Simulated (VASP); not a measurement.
Input of a VASP 6.6.1 run:

The input POSCAR:

```
SiO2
1.0
    5.1689248473      0.0000000000      0.0000000000
    0.0000000000      6.9479255078      0.0000000000
    0.0000000000      0.0000000000      8.0191069300
Si O
6 12
Direct
    0.2500000000      0.2277583929      0.0958601010
    0.7500000000      0.7722416071      0.9041398990
    0.7500000000      0.2277583929      0.9041398990
    0.2500000000      0.7722416071      0.0958601010
    0.2500000000      0.5000000000      0.3886769349
    0.7500000000      0.5000000000      0.6113230651
    0.0000000000      0.3040928853      0.0000000000
    0.5000000000      0.6959071147      0.0000000000
    0.0000000000      0.6959071147      0.0000000000
    0.5000000000      0.3040928853      0.0000000000
    0.2500000000      0.0000000000      0.1032683233
    0.7500000000      0.0000000000      0.8967316767
    0.2500000000      0.3057270127      0.2821358932
    0.7500000000      0.6942729873      0.7178641068
    0.7500000000      0.3057270127      0.7178641068
    0.2500000000      0.6942729873      0.2821358932
    0.5000000000      0.5000000000      0.5000000000
    0.0000000000      0.5000000000      0.5000000000
```

File INCAR.step1:

```
  PREC = Accurate
  ENCUT = 520
  ISMEAR = 0
  SIGMA = 0.02
  LREAL = Auto
  LASPH = T
  NELM = 60
  NBANDS = 63
  GGA = PE
  ALGO = Normal
  EDIFF = 1E-4
  LWAVE = T
  LCHARG = F
```

The input INCAR.step2:

```
  PREC = Accurate
  ENCUT = 520
  EDIFF = 1E-6
  ISMEAR = 0
  SIGMA = 0.02
  LREAL = Auto
  LASPH = T
  NELM = 60
  ALGO = Normal
  ISIF = 2
  LWAVE = F
  LCHARG = F
  METAGGA = R2SCAN
  LMIXTAU = T
  NBANDS = 63
  ISTART = 1
```

File KPOINTS:

```
regular mesh
0
Gamma
  4 4 4
```

Potentials or basis: VASP PAW PBE potentials, release 64 (Si, O).

Run with:

```bash
$ cat potpaw_PBE.64/Si/POTCAR potpaw_PBE.64/O/POTCAR > POTCAR
$ cp INCAR.step1 INCAR
$ mpirun -np 1 vasp_std > vasp.out
$ cp INCAR.step2 INCAR
$ mpirun -np 1 vasp_std > vasp.out
```

Problem. What does it give for the largest force?

Solution. 0.066 eV/Å.

Problem. What does it give for the pressure?

Solution. 7.8 GPa.

Problem. Predict the band gap on the k mesh.

Solution. 6.22 eV (least direct gap 6.28 eV).

Stress tensor (GPa, compression positive):
```
7.86 0.00 0.00
0.00 7.76 0.00
0.00 0.00 7.86
```

Caveat: the cell stands under pressure; the PAW data sets were made with another functional, which shifts forces and pressure a little. A k mesh can miss the band edges.
